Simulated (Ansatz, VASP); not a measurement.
# CoSn: VASP beside Ansatz

```
CELL_PARAMETERS angstrom
5.29659 0.00000 0.00000
-2.64829 4.58698 0.00000
0.00000 0.00000 4.23029
ATOMIC_POSITIONS crystal
Co 0.00000 0.50000 0.00000
Co 0.50000 0.50000 0.00000
Co 0.50000 0.00000 0.00000
Sn 0.66667 0.33333 0.50000
Sn 0.33333 0.66667 0.50000
Sn 0.00000 0.00000 0.00000
```

Alike in both runs: task relaxation of cell and atoms; functional PBE; dispersion D3(BJ); k mesh 12 × 12 × 8; occupations gaussian, width 0.1 eV; no spin polarisation.

|  | VASP | Ansatz |
| --- | --- | --- |
| version | VASP 6.6.1 | Ansatz 0.2.0 |
| potentials or method | VASP PAW PBE potentials, release 64 (Co, Sn_d), cutoff 600 eV | scalar-relativistic, plane waves, PAW |
| valence electrons in the cell | 69 | 93 |

|  | VASP | Ansatz | Ansatz less VASP |
| --- | --- | --- | --- |
| gap on the k mesh at the Fermi level, each at its own relaxed structure (eV) | none | none | - |
| relaxed volume (Å³/atom) | 16.59 | 16.59 | +0.007 |
| relaxed cell length with the largest relative difference (Å) | 4.185 | 4.186 | +0.0014 |

A gap of «none» marks a metal or a gap that the smearing closes. VASP's potentials hold 69 valence electrons a cell and Ansatz's 93, so a difference there can come from the potentials and not from the codes.
